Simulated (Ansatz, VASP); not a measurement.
# One calculation of MgS, two programs

```xyz
2
Lattice="0.0000 2.8331 2.8331 2.8331 0.0000 2.8331 2.8331 2.8331 0.0000" Properties=species:S:1:pos:R:3 pbc="T T T"
S     1.4166    1.4166    1.4166
Mg    0.0000    0.0000    0.0000
```

Alike in both runs: task relaxation of cell and atoms; functional LDA; k mesh 8 × 8 × 8; occupations fermi-dirac, width 0.05 eV; no spin polarisation.

```csv
,VASP,Ansatz
version,VASP 6.6.1,Ansatz 0.2.0
potentials or method,"VASP PAW LDA potentials, release 64 (S, Mg), cutoff 600 eV","all-electron LAPW, scalar-relativistic"
```

|  | VASP | Ansatz | Ansatz less VASP |
| --- | --- | --- | --- |
| relaxed volume (Å³/atom) | 21.77 | 21.87 | +0.104 |
| relaxed cell length with the largest relative difference (Å) | 3.949 | 3.955 | +0.0063 |

LDA's correlation is that of Perdew and Zunger in VASP and of Perdew and Wang (1992) in Ansatz. Ansatz ran all-electron here, and VASP with PAW potentials.
